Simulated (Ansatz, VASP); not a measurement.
## Ge: VASP beside Ansatz

```xyz
1
Lattice="1.4509 -2.7006 0.0000 1.4509 2.7006 0.0000 0.0000 0.0000 2.8021" Properties=species:S:1:pos:R:3 pbc="T T T"
Ge    1.4509    0.0000    0.0000
```

Alike in both runs: task single point; functional r2SCAN; k mesh 12 × 12 × 11; no spin polarisation.

|  | VASP | Ansatz |
| --- | --- | --- |
| version | VASP 6.6.1 | Ansatz 0.2.0 |
| potentials or method | VASP PAW PBE potentials, release 64 (Ge_d), cutoff 520 eV | plane waves, PAW |
| occupations | methfessel-paxton of order 1, width 0.1 eV | cold |
| valence electrons in the cell | 14 | 14 |

|  | VASP | Ansatz | Ansatz less VASP |
| --- | --- | --- | --- |
| pressure (GPa) | -8.6 | -8.5 | +0.13 |
| traceless stress, the component that is largest in VASP (GPa) | 1.55 | 1.65 | +0.092 |

VASP's potentials were made for PBE, not for r2SCAN.
